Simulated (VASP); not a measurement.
# Sn (Immm) in VASP: single point with PBEsol

Aim: the single point of Sn with PBEsol.

Program: VASP 6.6.1. These are calculated values, not measurements. Logs are shortened: lines on timing, memory, paths and dates and some standing lists are left out, and cuts for length are marked.

## Step 1: The cell of the first run

The structure is orthorhombic, space group Immm (No. 71). The conventional cell has a = 3.453 Å, b = 3.551 Å, c = 4.677 Å, α = 90.00°, β = 90.00°, γ = 90.00°. Sn (site symmetry mmm) has 14 Sn at 3.41 to 4.68 Å within 4.7 Å.

## Step 2: Single point, PBEsol

INCAR

```
SYSTEM = Sn
PREC = Accurate ; ENCUT = 500
EDIFF = 1E-6 ; ISMEAR = -1
SIGMA = 0.05 ; LREAL = .False.
LASPH = .True. ; NELM = 120
ALGO = Normal ; ISIF = 2
LWAVE = .False. ; LCHARG = .False.
GGA = PS ; NBANDS = 96
GGA_COMPAT = .False.
```

KPOINTS

```
Automatic mesh
0
Gamma
  2 3 3
  0 0 0
```

POSCAR

```
Sn
1.0
   -5.1796200000      5.3266500000      7.0150200000
    3.4530800000     -3.5511000000      4.6766800000
    3.4530800000      3.5511000000     -4.6766800000
Sn
12
Direct
    0.0000000000      0.0000000000      0.0000000000
    0.0000000000      0.0000000000      0.5000000000
    0.0000000000      0.5000000000      0.0000000000
    0.0000000000      0.5000000000      0.5000000000
    0.3333333333      0.0000000000      0.0000000000
    0.3333333333      0.0000000000      0.5000000000
    0.3333333333      0.5000000000      0.0000000000
    0.3333333333      0.5000000000      0.5000000000
    0.6666666667      0.0000000000      0.0000000000
    0.6666666667      0.0000000000      0.5000000000
    0.6666666667      0.5000000000      0.0000000000
    0.6666666667      0.5000000000      0.5000000000
```

Potentials or basis: VASP PAW PBE potentials, release 64 (Sn_d).

On the command line:

```bash
$ cat potpaw_PBE.64/Sn_d/POTCAR > POTCAR
$ mpirun -np 1 vasp_std > vasp.out
```

OUTCAR:

```text
SYSTEM = Sn
   PREC = Accurate
   ENCUT = 500
   EDIFF = 1E-6
   ISMEAR = -1
   LREAL = .False.
   LASPH = .True.
   NELM = 120
   ISIF = 2
   GGA = PS

 ion  position               nearest neighbor table
   1  0.000  0.000  0.000-   5 3.41   9 3.41   8 3.41  12 3.41   2 3.41   2 3.41   3 3.41   3 3.41
                             4 3.45   4 3.45  10 3.55   6 3.55
   2  0.000  0.000  0.500-   6 3.41  10 3.41   7 3.41  11 3.41   1 3.41   1 3.41   4 3.41   4 3.41
                             3 3.45   3 3.45   9 3.55   5 3.55
   3  0.000  0.500  0.000-   7 3.41  11 3.41   6 3.41  10 3.41   1 3.41   4 3.41   1 3.41   4 3.41
                             2 3.45   2 3.45  12 3.55   8 3.55
   4  0.000  0.500  0.500-   8 3.41  12 3.41   5 3.41   9 3.41   2 3.41   3 3.41   2 3.41   3 3.41
                             1 3.45   1 3.45  11 3.55   7 3.55
   5  0.333  0.000  0.000-   1 3.41   4 3.41   7 3.41   6 3.41   7 3.41   6 3.41  12 3.41   9 3.41
                             8 3.45   8 3.45   2 3.55  10 3.55
   6  0.333  0.000  0.500-   2 3.41   3 3.41   8 3.41   5 3.41   8 3.41   5 3.41  11 3.41  10 3.41
                             7 3.45   7 3.45   1 3.55   9 3.55
   7  0.333  0.500  0.000-   3 3.41   2 3.41   8 3.41   8 3.41   5 3.41   5 3.41  10 3.41  11 3.41
                             6 3.45   6 3.45   4 3.55  12 3.55
   8  0.333  0.500  0.500-   4 3.41   1 3.41   7 3.41   7 3.41   6 3.41   6 3.41   9 3.41  12 3.41
                             5 3.45   5 3.45   3 3.55  11 3.55
   9  0.667  0.000  0.000-   1 3.41   4 3.41  10 3.41  11 3.41  10 3.41  11 3.41   8 3.41   5 3.41
                            12 3.45  12 3.45   2 3.55   6 3.55
  10  0.667  0.000  0.500-   2 3.41   3 3.41   9 3.41  12 3.41   9 3.41  12 3.41   7 3.41   6 3.41
                            11 3.45  11 3.45   1 3.55   5 3.55
  11  0.667  0.500  0.000-   3 3.41   2 3.41   9 3.41  12 3.41  12 3.41   9 3.41   6 3.41   7 3.41
                            10 3.45  10 3.45   4 3.55   8 3.55
  12  0.667  0.500  0.500-   4 3.41   1 3.41  10 3.41  11 3.41  11 3.41  10 3.41   5 3.41   8 3.41
                             9 3.45   9 3.45   3 3.55   7 3.55

  LATTYP: Found a triclinic cell.
 ALAT       =     8.9757810911
 B/A-ratio  =     1.1384220712
 C/A-ratio  =     1.6909092798
 COS(alpha) =     0.0070440424
 COS(beta)  =     0.6207171578
 COS(gamma) =     0.7484022099

  Lattice vectors:

 A1 = (  -1.7265400000,  -5.3266500000,  -7.0150200000)
 A2 = (   5.1796200000,  -5.3266500000,  -7.0150200000)
 A3 = ( -12.0857800000,  -8.8777500000,  -2.3383400000)

Analysis of symmetry for initial positions (statically):
=====================================================================
 Subroutine PRICEL returns following result:

  LATTYP: Found a body centered orthorhombic cell.
 ALAT       =     3.4530800000
 B/A-ratio  =     1.0283862522
 C/A-ratio  =     1.3543503191

  Lattice vectors:

 A1 = (  -1.7265399998,   1.7755499998,   2.3383399998)
 A2 = (   1.7265400000,  -1.7755500000,   2.3383400000)
 A3 = (   1.7265400000,   1.7755500000,  -2.3383400000)

  12 primitive cells build up your supercell.

 Routine SETGRP: Setting up the symmetry group for a
 triclinic supercell.

 Subroutine GETGRP returns: Found  2 space group operations
 (whereof  2 operations were pure point group operations)
 out of a pool of  2 trial point group operations.

The static configuration has the point symmetry S_2 .

Analysis of symmetry for dynamics (positions and initial velocities):
=====================================================================
 Subroutine PRICEL returns following result:

  LATTYP: Found a body centered orthorhombic cell.
 ALAT       =     3.4530800000
 B/A-ratio  =     1.0283862522
 C/A-ratio  =     1.3543503191

  Lattice vectors:

 A1 = (  -1.7265399998,   1.7755499998,   2.3383399998)
 A2 = (   1.7265400000,  -1.7755500000,   2.3383400000)
 A3 = (   1.7265400000,   1.7755500000,  -2.3383400000)

  12 primitive cells build up your supercell.

[... 59 lines left out ...]
|           W    W  A    A  R    R  N N  N  II  N N  N  G       !!!           |
|           W WW W  AAAAAA  RRRRR   N  N N  II  N  N N  G  GGG   !            |
|           WW  WW  A    A  R   R   N   NN  II  N   NN  G    G                |
|           W    W  A    A  R    R  N    N  II  N    N   GGGG   !!!           |
|                                                                             |
|     Your reciprocal lattice and k-lattice belong to different lattice       |
|     classes:                                                                |
|                                                                             |
|        The reciprocal lattice is triclinic,                                 |
|        whereas your k-lattice is face-centered orthorhombic.                |
|                                                                             |
|     Results are often still useful ...                                      |
|                                                                             |
 -----------------------------------------------------------------------------

 Subroutine IBZKPT returns following result:
 ===========================================

 Found     10 irreducible k-points:

 Following reciprocal coordinates:
            Coordinates               Weight
  0.000000  0.000000  0.000000      1.000000
  0.500000  0.000000 -0.000000      1.000000
  0.000000  0.333333  0.000000      2.000000
  0.500000  0.333333  0.000000      2.000000
  0.000000  0.000000  0.333333      2.000000
  0.500000  0.000000  0.333333      2.000000
  0.000000  0.333333  0.333333      2.000000
  0.500000  0.333333  0.333333      2.000000
  0.000000 -0.333333  0.333333      2.000000
  0.500000 -0.333333  0.333333      2.000000
   k-points           NKPTS =     10   k-points in BZ     NKDIM =     10   number of bands    NBANDS=     96
   number of dos      NEDOS =    301   number of ions     NIONS =     12
   total plane-waves  NPLWV = 200000
   dimension x,y,z NGX =    80 NGY =   50 NGZ =   50
   dimension x,y,z NGXF=   160 NGYF=  100 NGZF=  100
   ions per type =              12
   NGX,Y,Z   is equivalent  to a cutoff of  13.02, 12.20, 12.20 a.u.
   NGXF,Y,Z  is equivalent  to a cutoff of  26.03, 24.40, 24.40 a.u.
 SYSTEM =  Sn
   PREC   = accura    normal or accurate (medium, high low for compatibility)
   ISTART =      0    job   : 0-new  1-cont  2-samecut
   ICHARG =      2    charge: 1-file 2-atom 10-const
   ISPIN  =      1    spin polarized calculation?
   LNONCOLLINEAR =      F non collinear calculations
   LSORBIT =      F    spin-orbit coupling
   LASPH  =      T    aspherical Exc in radial PAW
   ENCUT  =  500.0 eV  36.75 Ry    6.06 a.u.  18.63 12.42 12.42*2*pi/ulx,y,z
   NELM   =    120;   NELMIN=  2; NELMDL= -5     # of ELM steps
   EDIFF  = 0.1E-05   stopping-criterion for ELM
   LREAL  =      F    real-space projection
[... 7 lines left out ...]
   TEBEG  =    0.0;   TEEND  =   0.0 temperature during run
   PSTRESS=    0.0 pullay stress
   NELECT =     168.0000    total number of electrons
   NUPDOWN=      -1.0000    fix difference up-down
   EMIN   =  10.00;   EMAX   =-10.00  energy-range for DOS
   EFERMI =   0.00;   METHOD = LEGACY
   ISMEAR =    -1;   SIGMA  =   0.05  broadening in eV -4-tet -1-fermi 0-gaus
   EFERMI_NEDOS =   21; number of points for ismear=-14 and -15
   IALGO  =     38    algorithm
   IMIX   =      4    mixing-type and parameters
     AMIX     =   0.40;   BMIX     =  1.00
     AMIX_MAG =   1.60;   BMIX_MAG =  1.00
  volume/ion in A,a.u.               =      28.67       193.50
  Fermi-wavevector in a.u.,A,eV,Ry     =   1.289115  2.436075 22.610411  1.661818
  Thomas-Fermi vector in A             =   2.421028
   LORBIT       =      0    0 simple, 1 ext, 2 COOP (PROOUT), +10 PAW based schemes
   GGA     = PS    functional components
   LHFCALC =     F    Hartree Fock is set to
   AEXX    =    0.0000 exact exchange contribution
   IVDW    =     0    specifies the selected vdW correction
   LEPSILON=     F    determine dielectric tensor
   LRPA    =     F    only Hartree local field effects (RPA)
 non-spin polarized calculation
  energy-cutoff  :      500.00
  volume of cell :      344.08
 maximum number of plane-waves:      8750
 NGX is ok and might be reduce to    80
   NGX = 37   NGY = 25   NGZ = 25

 number of electron     168.0000017 magnetization

 Free energy of the ion-electron system (eV)
  ---------------------------------------------------
  ext. energy  EPLUGINS =         0.00000000
  ---------------------------------------------------
  free energy    TOTEN  =       -49.26139718 eV

  energy without entropy =      -49.11430937  energy(sigma->0) =      -49.18785327

 E-fermi :   7.4629     XC(G=0): -10.2498

 val. band max:        7.4493357919   @ k =   0.0000   0.0000   0.3333
 cond. band min:       7.4645308967   @ k =   0.0000  -0.3333   0.3333
 fundamental gap:      0.0151951049
 Fermi energy:         7.4629054813

 k-point     1 :       0.0000    0.0000    0.0000
  band No.  band energies     occupation
      1     -14.1371      2.00000
      2     -14.1102      2.00000
      3     -14.1102      2.00000
      4     -14.1060      2.00000
      5     -14.1060      2.00000
      6     -14.0845      2.00000
[... 979 lines left out ...]
     95       9.8527      0.00000
     96       9.9839      0.00000

------------------------ aborting loop because EDIFF is reached ----------------------------------------

  FORCE on cell =-STRESS in cart. coord.  units (eV):
  Direction    XX          YY          ZZ          XY          YZ          ZX
  --------------------------------------------------------------------------------------
  -------------------------------------------------------------------------------------
  Total       -8.7713720     -0.8553752     -8.3268107     -0.0011066      0.0003438      0.0011222
  in kB      -40.8431910     -3.9829859    -38.7731267     -0.0051530      0.0016007      0.0052252
  external PRESSURE =     -27.8664346 kB  Pullay stress =       0.0000000 kB

 VOLUME and BASIS-vectors are now :
 -----------------------------------------------------------------------------
  energy-cutoff  :      500.00
  volume of cell :      344.08
      direct lattice vectors                 reciprocal lattice vectors
    -5.179620000  5.326650000  7.015020000     0.000000000  0.093867628  0.071275634
     3.453080000 -3.551100000  4.676680000     0.144798267  0.000000000  0.106913451
     3.453080000  3.551100000 -4.676680000     0.144798267  0.140801442  0.000000000

 POSITION                                       TOTAL-FORCE (eV/Angst)
 -----------------------------------------------------------------------------------
      0.00000      0.00000      0.00000        -0.000000     -0.000000      0.000000
      1.72654      1.77555     -2.33834         0.000000      0.000000     -0.000000
      1.72654     -1.77555      2.33834        -0.000000     -0.000000      0.000000
      3.45308      0.00000      0.00000         0.000000      0.000000     -0.000000
     -1.72654      1.77555      2.33834         0.000000     -0.000000      0.000000
      0.00000      3.55110     -0.00000        -0.000000      0.000000      0.000000
      0.00000     -0.00000      4.67668         0.000000      0.000000      0.000000
      1.72654      1.77555      2.33834         0.000000      0.000000      0.000000
     -3.45308      3.55110      4.67668        -0.000000     -0.000000     -0.000000
     -1.72654      5.32665      2.33834         0.000000      0.000000     -0.000000
     -1.72654      1.77555      7.01502        -0.000000      0.000000     -0.000000
     -0.00000      3.55110      4.67668         0.000000     -0.000000     -0.000000
 -----------------------------------------------------------------------------------
    total drift:                                0.000000      0.000000     -0.000000

  FREE ENERGIE OF THE ION-ELECTRON SYSTEM (eV)
  ---------------------------------------------------
  free  energy   TOTEN  =       -49.2613971757 eV

  energy  without entropy=      -49.1143093693  energy(sigma->0) =      -49.18785327
```

Run time: 4.4 min. Hardware: 1 thread of Intel Xeon Platinum 8375C at 2.90GHz (Ice Lake), shared host; peak memory 0.55 GiB.

Results:

```yaml
Free_energy: -49.2614 eV
Pressure: -2.8 GPa
Band_gap_on_the_k_mesh: zero (bands 84 and 85 overlap by 0.13 eV)
```

Caveat: the k points lie up to 0.38 Å⁻¹ apart; the PAW data sets were made with another functional, which shifts forces and pressure a little; spin-orbit coupling is left out, which moves the levels of the heavy elements.
